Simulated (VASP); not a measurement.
Runs of VASP 6.6.1 on NaCl. The structure is that of space group F-43m (No. 216), or close to it. The cells are those of the table. 

| task | level | cell | k mesh | cutoff (eV) | smearing | grid for exact exchange (PRECFOCK) | share of exact exchange | screening parameter | gap on the mesh (eV) | pressure (GPa) |
| --- | --- | --- | --- | --- | --- | --- | --- | --- | --- | --- |
| dielectric tensor | r2SCAN | a = 4.366 Å, angles 60.0°, 2 atoms | 6 × 6 × 6 | 520 | gaussian 0.01 eV | - | - | - | 5.57 | - |
| dielectric tensor | PBE | a = 4.366 Å, angles 60.0°, 2 atoms | 6 × 6 × 6 | 520 | gaussian 0.01 eV | - | - | - | (a) | - |
| single point | HSE06 | a = 4.395 Å, angles 60.0°, 2 atoms | 4 × 4 × 4 | 520 | fermi-dirac 0.02 eV | Normal | 0.25 | 0.2079 1/Å | 6.19 | 0.0 |
| relaxation of cell and atoms | HSE06 | relaxed from a = 4.366 Å, angles 60.0°, 2 atoms | 4 × 4 × 4 | 600 | fermi-dirac 0.02 eV | Normal | 0.25 | 0.2079 1/Å | 6.18 | 0.0 |

Alike in all rows: potentials or basis VASP PAW PBE potentials, release 64 (Na_pv, Cl); no spin polarisation.

**Question.** Estimate the missing entries.

**Answer.** (a) 4.94.

Caveats: some runs use coarse meshes; the structure was generated, so it needn't be the stable form of NaCl; the PAW data sets were made with another functional, which shifts forces and pressure a little (at least some runs).

